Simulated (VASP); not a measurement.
Runs of VASP 6.6.1 on InSe. The structure is that of space group C2/m (No. 12), or close to it. The cells are those of the table. 

```csv
level,cell,gap on the mesh (eV),pressure (GPa),largest force (eV/Å)
r2SCAN,"a = 6.219, b = 6.219, c = 5.107 Å, angles 108.7, 108.7, 38.8°, 4 atoms",1.46,-1.1,(d)
PBEsol,"a = 6.052, b = 6.052, c = 4.969 Å, angles 108.7, 108.7, 38.8°, 4 atoms",(b),2.4,0.60
r2SCAN,"a = 6.095, b = 6.095, c = 5.004 Å, angles 108.7, 108.7, 38.8°, 4 atoms",1.58,2.3,0.35
r2SCAN,"a = 6.299, b = 6.299, c = 5.172 Å, angles 108.7, 108.7, 38.8°, 4 atoms",1.38,-2.8,0.41
PBEsol,"a = 6.095, b = 6.095, c = 5.004 Å, angles 108.7, 108.7, 38.8°, 4 atoms",(a),(c),0.42
```

Alike in all rows: task single point; potentials or basis VASP PAW PBE potentials, release 64 (In_d, Se); no spin polarisation; k mesh 7 × 7 × 6; cutoff (eV) 520; smearing fermi-dirac 0.05 eV.

Problem. Estimate the missing entries.

Solution. (a) 1.14; (b) 1.17; (c) 1.1; (d) 0.14.

Caveats: the PAW data sets were made with another functional, which shifts forces and pressure a little; spin-orbit coupling is left out, which moves the levels of the heavy elements.

A k mesh can miss the band edges, and the runs leave out spin-orbit coupling on In, Se.
